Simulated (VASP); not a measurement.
# Os (P6_3/mmc) in VASP: notebook, part 2 of 2

VASP 6.6.1. The steps go on from the part before.

**4. Single point, PBEsol (zz strain of -1 %)**

Contents of INCAR:

```
SYSTEM = Os
ALGO = Normal ; EDIFF = 1E-6
ENCUT = 520 ; GGA = PS
ISIF = 2 ; ISMEAR = -1
LASPH = .True. ; LCHARG = .False.
LREAL = .False. ; LWAVE = .False.
NBANDS = 15 ; NELM = 100
PREC = Accurate ; SIGMA = 0.08
```

Contents of KPOINTS:

```
k-points
0
Gamma
  17 17 10
  0 0 0
```

Contents of POSCAR:

```
Os
1.0
    2.7340999755      0.0000000000      0.0000000000
   -1.3670499878      2.3678000353      0.0000000000
    0.0000000000      0.0000000000      4.2765030000
Os
2
Direct
    0.3333333333      0.6666666667      0.2500000000
    0.6666666667      0.3333333333      0.7500000000
```

Potentials or basis: VASP PAW PBE potentials, release 64 (Os).

Run with:

```bash
cat potpaw_PBE.64/Os/POTCAR > POTCAR
mpirun -np 1 vasp_std > vasp.out
```

OUTCAR:

```text
SYSTEM = Os
   EDIFF = 1E-6
   ENCUT = 520
   GGA = PS
   ISIF = 2
   ISMEAR = -1
   LASPH = .True.
   LREAL = .False.
   NELM = 100
   PREC = Accurate

 ion  position               nearest neighbor table
   1  0.333  0.667  0.250-   2 2.66   2 2.66   2 2.66   2 2.66   2 2.66   2 2.66
   2  0.667  0.333  0.750-   1 2.66   1 2.66   1 2.66   1 2.66   1 2.66   1 2.66

  LATTYP: Found a hexagonal cell.
 ALAT       =     2.7340999755
 C/A-ratio  =     1.5641355614

  Lattice vectors:

 A1 = (   2.7340999755,   0.0000000000,   0.0000000000)
 A2 = (  -1.3670499878,   2.3678000353,   0.0000000000)
 A3 = (   0.0000000000,   0.0000000000,   4.2765030000)

Analysis of symmetry for initial positions (statically):
=====================================================================
 Subroutine PRICEL returns:
 Original cell was already a primitive cell.

 Routine SETGRP: Setting up the symmetry group for a
 hexagonal supercell.

 Subroutine GETGRP returns: Found 24 space group operations
 (whereof 12 operations were pure point group operations)
 out of a pool of 24 trial point group operations.

The static configuration has the point symmetry D_3d.
 The point group associated with its full space group is D_6h.

Analysis of symmetry for dynamics (positions and initial velocities):
=====================================================================
 Subroutine PRICEL returns:
 Original cell was already a primitive cell.

 Routine SETGRP: Setting up the symmetry group for a
 hexagonal supercell.

 Subroutine GETGRP returns: Found 24 space group operations
 (whereof 12 operations were pure point group operations)
 out of a pool of 24 trial point group operations.

The dynamic configuration has the point symmetry D_3d.
 The point group associated with its full space group is D_6h.

 Subroutine INISYM returns: Found 24 space group operations
 (whereof 12 operations are pure point group operations),
 and found     1 'primitive' translations

----------------------------------------------------------------------------------------

                                     Primitive cell

  volume of cell :      27.6852

  direct lattice vectors                    reciprocal lattice vectors
     2.734099975  0.000000000  0.000000000     0.365751073  0.211166481  0.000000000
    -1.367049988  2.367800035  0.000000000     0.000000000  0.422332961  0.000000000
     0.000000000  0.000000000  4.276503000     0.000000000  0.000000000  0.233835917

  length of vectors
     2.734099975  2.734099976  4.276503000     0.422332961  0.422332961  0.233835917

  position of ions in fractional coordinates (direct lattice)
     0.333333333  0.666666667  0.250000000
     0.666666667  0.333333333  0.750000000

  ion indices of the primitive-cell ions
   primitive index   ion index
                 1           1
                 2           2

----------------------------------------------------------------------------------------

 KPOINTS: k-points

Automatic generation of k-mesh.
 Grid dimensions read from file:
 generate k-points for:   17   17   10

 Generating k-lattice:

  Cartesian coordinates                     Fractional coordinates (reciprocal lattice)
     0.021514769  0.012421558  0.000000000     0.058823529 -0.000000000  0.000000000
     0.000000000  0.024843115  0.000000000     0.000000000  0.058823529  0.000000000
     0.000000000  0.000000000  0.023383592     0.000000000  0.000000000  0.100000000

  Length of vectors
     0.024843115  0.024843115  0.023383592

  Shift w.r.t. Gamma in fractional coordinates (k-lattice)
     0.000000000  0.000000000  0.000000000

 Subroutine IBZKPT returns following result:
 ===========================================

 Found    198 irreducible k-points:

 Following reciprocal coordinates:
            Coordinates               Weight
  0.000000  0.000000  0.000000      1.000000
  0.058824 -0.000000  0.000000      6.000000
  0.117647 -0.000000  0.000000      6.000000
  0.176471 -0.000000  0.000000      6.000000
  0.235294 -0.000000  0.000000      6.000000
  0.294118 -0.000000  0.000000      6.000000
[... 16 lines left out ...]
  0.411765  0.117647  0.000000     12.000000
  0.176471  0.176471  0.000000      6.000000
 [... further k-points ...]
   k-points           NKPTS =    198   k-points in BZ     NKDIM =    198   number of bands    NBANDS=     15
   number of dos      NEDOS =    301   number of ions     NIONS =      2
   total plane-waves  NPLWV =  12800
   dimension x,y,z NGX =    20 NGY =   20 NGZ =   32
   dimension x,y,z NGXF=    40 NGYF=   40 NGZF=   64
   ions per type =               2
   NGX,Y,Z   is equivalent  to a cutoff of  12.16, 12.16, 12.44 a.u.
   NGXF,Y,Z  is equivalent  to a cutoff of  24.32, 24.32, 24.88 a.u.
 SYSTEM =  Os
   PREC   = accura    normal or accurate (medium, high low for compatibility)
   ISTART =      0    job   : 0-new  1-cont  2-samecut
   ICHARG =      2    charge: 1-file 2-atom 10-const
   ISPIN  =      1    spin polarized calculation?
   LNONCOLLINEAR =      F non collinear calculations
   LSORBIT =      F    spin-orbit coupling
   LASPH  =      T    aspherical Exc in radial PAW
   ENCUT  =  520.0 eV  38.22 Ry    6.18 a.u.   5.08  5.08  7.95*2*pi/ulx,y,z
   NELM   =    100;   NELMIN=  2; NELMDL= -5     # of ELM steps
   EDIFF  = 0.1E-05   stopping-criterion for ELM
   LREAL  =      F    real-space projection
   EDIFFG = 0.1E-04   stopping-criterion for IOM
   NSW    =      0    number of steps for IOM
   IBRION =     -1    ionic relax: 0-MD 1-quasi-New 2-CG
   NFREE  =      0    steps in history (QN), initial steepest desc. (CG)
   ISIF   =      2    stress and relaxation
   ISYM   =      2    0-nonsym 1-usesym 2-fastsym
   POTIM  = 0.5000    time-step for ionic-motion
   TEBEG  =    0.0;   TEEND  =   0.0 temperature during run
   PSTRESS=    0.0 pullay stress
   NELECT =      16.0000    total number of electrons
   NUPDOWN=      -1.0000    fix difference up-down
   EMIN   =  10.00;   EMAX   =-10.00  energy-range for DOS
   EFERMI =   0.00;   METHOD = LEGACY
   ISMEAR =    -1;   SIGMA  =   0.08  broadening in eV -4-tet -1-fermi 0-gaus
   EFERMI_NEDOS =   21; number of points for ismear=-14 and -15
   IALGO  =     38    algorithm
   IMIX   =      4    mixing-type and parameters
     AMIX     =   0.40;   BMIX     =  1.00
     AMIX_MAG =   1.60;   BMIX_MAG =  1.00
  volume/ion in A,a.u.               =      13.84        93.41
  Fermi-wavevector in a.u.,A,eV,Ry     =   1.363637  2.576900 25.300111  1.859506
  Thomas-Fermi vector in A             =   2.490023
   LORBIT       =      0    0 simple, 1 ext, 2 COOP (PROOUT), +10 PAW based schemes
   GGA     = PS    functional components
   LHFCALC =     F    Hartree Fock is set to
   AEXX    =    0.0000 exact exchange contribution
   IVDW    =     0    specifies the selected vdW correction
   LEPSILON=     F    determine dielectric tensor
   LRPA    =     F    only Hartree local field effects (RPA)
 non-spin polarized calculation
  energy-cutoff  :      520.00
  volume of cell :       27.69
 maximum number of plane-waves:       760
   NGX = 11   NGY = 11   NGZ = 15

 number of electron      15.9999998 magnetization

 Free energy of the ion-electron system (eV)
  ---------------------------------------------------
  ext. energy  EPLUGINS =         0.00000000
  ---------------------------------------------------
  free energy    TOTEN  =       -24.49282007 eV

  energy without entropy =      -24.46638083  energy(sigma->0) =      -24.47960045

 E-fermi :   9.5128     XC(G=0): -14.2135

 val. band max:        9.5011743947   @ k =   0.2941  -0.0000   0.1000
 cond. band min:       9.5155005323   @ k =   0.1176   0.1176   0.3000
 fundamental gap:      0.0143261377
 Fermi energy:         9.5127931551

 k-point     1 :       0.0000    0.0000    0.0000
  band No.  band energies     occupation
      1      -1.6228      2.00000
      2       1.5493      2.00000
      3       6.3300      2.00000
      4       6.3300      2.00000
      5       6.7259      2.00000
      6       7.2194      2.00000
      7       7.2194      2.00000
      8       7.7834      2.00000
      9       7.7834      2.00000
     10       9.5837      0.58362
     11      11.1822      0.00000
     12      11.1822      0.00000
     13      18.7614      0.00000
     14      23.4481      0.00000
[... 401 lines left out ...]
      2       3.5511      2.00000
      3       4.1756      2.00000
      4       4.1934      2.00000
      5       5.9448      2.00000
      6       6.5104      2.00000
      7       7.5131      2.00000
      8       8.6930      1.99993
      9       9.6933      0.18967
     10      10.6500      0.00000
     11      11.8531      0.00000
     12      18.2378      0.00000
     13      18.8774      0.00000
     14      22.3388      0.00000
     15      22.8376      0.00000

 [... further k-points ...]
[... 5 lines left out ...]
  --------------------------------------------------------------------------------------
  -------------------------------------------------------------------------------------
  Total        0.0780061      0.0780061      1.0879337     -0.0000000     -0.0000000      0.0000000
  in kB        4.5143036      4.5143036     62.9600156     -0.0000000     -0.0000000      0.0000000
  external PRESSURE =      23.9962076 kB  Pullay stress =       0.0000000 kB

 VOLUME and BASIS-vectors are now :
 -----------------------------------------------------------------------------
  energy-cutoff  :      520.00
  volume of cell :       27.69
      direct lattice vectors                 reciprocal lattice vectors
     2.734099975  0.000000000  0.000000000     0.365751073  0.211166481  0.000000000
    -1.367049988  2.367800035  0.000000000     0.000000000  0.422332961  0.000000000
     0.000000000  0.000000000  4.276503000     0.000000000  0.000000000  0.233835917

 POSITION                                       TOTAL-FORCE (eV/Angst)
 -----------------------------------------------------------------------------------
     -0.00000      1.57853      1.06913        -0.000000      0.000000      0.000000
      1.36705      0.78927      3.20738         0.000000     -0.000000      0.000000
 -----------------------------------------------------------------------------------
    total drift:                               -0.000000      0.000000     -0.000000

  FREE ENERGIE OF THE ION-ELECTRON SYSTEM (eV)
  ---------------------------------------------------
  free  energy   TOTEN  =       -24.4928200691 eV

  energy  without entropy=      -24.4663808284  energy(sigma->0) =      -24.47960045
```

Run time: 44 s. Hardware: 1 thread of Intel Xeon 6975P-C (Granite Rapids), shared host; peak memory 0.19 GiB.

What came out:

| Property | Result |
| --- | --- |
| Free energy | -24.4928 eV |
| Pressure | 2.4 GPa |
| Band gap on the k mesh | zero (band 8 reaches 11.50 eV, above the bottom of band 9 at 7.59 eV) |

Caveat: the cell differs from its parent crystal (zz strain of -1 %); the PAW data sets were made with another functional, which shifts forces and pressure a little; spin-orbit coupling is left out, which moves the levels of the heavy elements.

**5. Single point, PBEsol (volume scaled by 0.99)**

Contents of INCAR:

```
  PREC = Accurate
  ENCUT = 520
  EDIFF = 1E-6
  ISMEAR = -1
  SIGMA = 0.08
  LREAL = F
  LASPH = T
  NELM = 80
  ALGO = Normal
  ISIF = 2
  LWAVE = F
  LCHARG = T
  GGA = PS
  LELF = T
  LVHAR = T
  NBANDS = 15
```

Contents of KPOINTS:

```
regular mesh
0
Gamma
  17 17 10
```

Contents of POSCAR:

```
Os
1.0
    2.7249557601      0.0000000000      0.0000000000
   -1.3624778801      2.3598809125      0.0000000000
    0.0000000000      0.0000000000      4.3052527349
Os
2
Direct
    0.3333333333      0.6666666667      0.2500000000
    0.6666666667      0.3333333333      0.7500000000
```

Run with:

```bash
cat potpaw_PBE.64/Os/POTCAR > POTCAR
mpirun -np 1 vasp_std > vasp.out
```

Run time: 43 s. Hardware: 1 thread of Intel Xeon 6975P-C (Granite Rapids), shared host; peak memory 0.19 GiB.

It converged, with:

| Quantity | Value |
| --- | --- |
| Free energy | -24.4960 eV |
| Pressure | 2.1 GPa |
| Band gap on the k mesh | zero (band 8 reaches 11.57 eV, above the bottom of band 9 at 7.58 eV) |

Stress tensor (GPa, compression positive):
```
2.27 0.00 0.00
0.00 2.27 0.00
0.00 0.00 1.88
```

Levels at points of the mesh, in eV from the Fermi level:
```tsv
k point	band 6	band 7	band 8	band 9	band 10	band 11
(0.00, 0.00, 0.00)	-2.30	-2.30	-1.63	-1.63	-0.04	1.68
(0.00, 0.00, 0.50)	-3.35	-3.35	-3.35	0.88	0.88	0.88
```

Caveat: the PAW data sets were made with another functional, which shifts forces and pressure a little; spin-orbit coupling is left out, which moves the levels of the heavy elements.

**6. Single point, PBEsol (volume scaled by 1.01)**

Contents of INCAR:

```
SYSTEM = Os
ALGO = Normal
EDIFF = 1E-6
ENCUT = 520
GGA = PS
ISIF = 2
ISMEAR = -1
LASPH = .TRUE.
LCHARG = .FALSE.
LREAL = .FALSE.
LWAVE = .FALSE.
NBANDS = 15
NELM = 60
PREC = Accurate
SIGMA = 0.08
```

Contents of KPOINTS:

```
k-points
0
G
  17 17 10
  0 0 0
```

Contents of POSCAR:

```
Os
1.0
    2.7431834308      0.0000000000      0.0000000000
   -1.3715917155      2.3756665384      0.0000000000
    0.0000000000      0.0000000000      4.3340512682
Os
2
Direct
    0.3333333333      0.6666666667      0.2500000000
    0.6666666667      0.3333333333      0.7500000000
```

Potentials or basis: VASP PAW PBE potentials, release 64 (Os).

Run with:

```bash
cat potpaw_PBE.64/Os/POTCAR > POTCAR
mpirun -np 1 vasp_std > vasp.out
```

Wall time 37 s (1 thread of Intel Xeon 6975P-C (Granite Rapids), shared host); peak memory 0.19 GiB.

The run converged. Its results:

| Property | Result |
| --- | --- |
| Free energy | -24.4885 eV |
| Pressure | -6.5 GPa |
| Band gap on the k mesh | zero (band 8 reaches 11.19 eV, above the bottom of band 9 at 7.33 eV) |

Stress tensor (GPa, compression positive):
```
-6.18  0.00  0.00
 0.00 -6.18  0.00
 0.00  0.00 -7.14
```

Levels at points of the mesh, in eV from the Fermi level:
| k point | band 5 | band 6 | band 7 | band 8 | band 9 | band 10 | band 11 | band 12 |
| --- | --- | --- | --- | --- | --- | --- | --- | --- |
| (0.00, 0.00, 0.00) | -2.81 | -2.23 | -2.23 | -1.58 | -1.58 | -0.04 | 1.63 | 1.63 |
| (0.00, 0.00, 0.50) | -3.25 | -3.25 | -3.25 | -3.25 | 0.85 | 0.85 | 0.85 | 0.85 |

Caveat: the PAW data sets were made with another functional, which shifts forces and pressure a little; spin-orbit coupling is left out, which moves the levels of the heavy elements.

**7. The runs side by side**

```tsv
cell	gap on the mesh (eV)	pressure (GPa)
a = 2.716, b = 2.716, c = 4.291 Å, angles 90.0, 90.0, 120.0°, 2 atoms	none	6.9
a = 2.734, b = 2.734, c = 4.233 Å, angles 90.0, 90.0, 120.0°, 2 atoms	none	7.5
a = 2.734, b = 2.734, c = 4.277 Å, angles 90.0, 90.0, 120.0°, 2 atoms	none	2.4
a = 2.725, b = 2.725, c = 4.305 Å, angles 90.0, 90.0, 120.0°, 2 atoms	none	2.1
a = 2.743, b = 2.743, c = 4.334 Å, angles 90.0, 90.0, 120.0°, 2 atoms	none	-6.5
```

Alike in all rows: task single point; level PBEsol; potentials or basis VASP PAW PBE potentials, release 64 (Os); no spin polarisation; k mesh 17 × 17 × 10; cutoff (eV) 520; smearing fermi-dirac 0.08 eV.

Caveats: the PAW data sets were made with another functional, which shifts forces and pressure a little; spin-orbit coupling is left out, which moves the levels of the heavy elements.

Absolute energies hang on the potentials; compare differences alone.
